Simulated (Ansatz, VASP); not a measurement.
ZnSe: VASP beside Ansatz

```xyz
2
Lattice="0.0000 2.8329 2.8329 2.8329 0.0000 2.8329 2.8329 2.8329 0.0000" Properties=species:S:1:pos:R:3 pbc="T T T"
Zn    0.0000    0.0000    0.0000
Se    1.4164    1.4164    1.4164
```

Change from the starting cell: strained cell.

Alike in both runs: task relaxation of the atoms; functional LDA; k mesh 8 × 8 × 8; occupations gaussian, width 0.02 eV; no spin polarisation.

|  | VASP | Ansatz |
| --- | --- | --- |
| version | VASP 6.6.1 | Ansatz 0.2.0 |
| potentials or method | VASP PAW LDA potentials, release 64 (Zn, Se), cutoff 520 eV | scalar-relativistic, plane waves, PAW |
| valence electrons in the cell | 18 | 28 |

```tsv
	VASP	Ansatz	Ansatz less VASP
gap on the k mesh at the Fermi level, each at its own relaxed structure (eV)	1.07	1.03	-0.040
```

Ansatz warns that its potentials were made for another functional, while VASP's fit it. LDA's correlation is that of Perdew and Zunger in VASP and of Perdew and Wang (1992) in Ansatz. VASP's potentials hold 18 valence electrons a cell and Ansatz's 28, so a difference there can come from the potentials and not from the codes. Ansatz's warnings: stress scf threshold loose.

Noted on VASP's run: the relaxation stopped at its first step, so nothing moved.
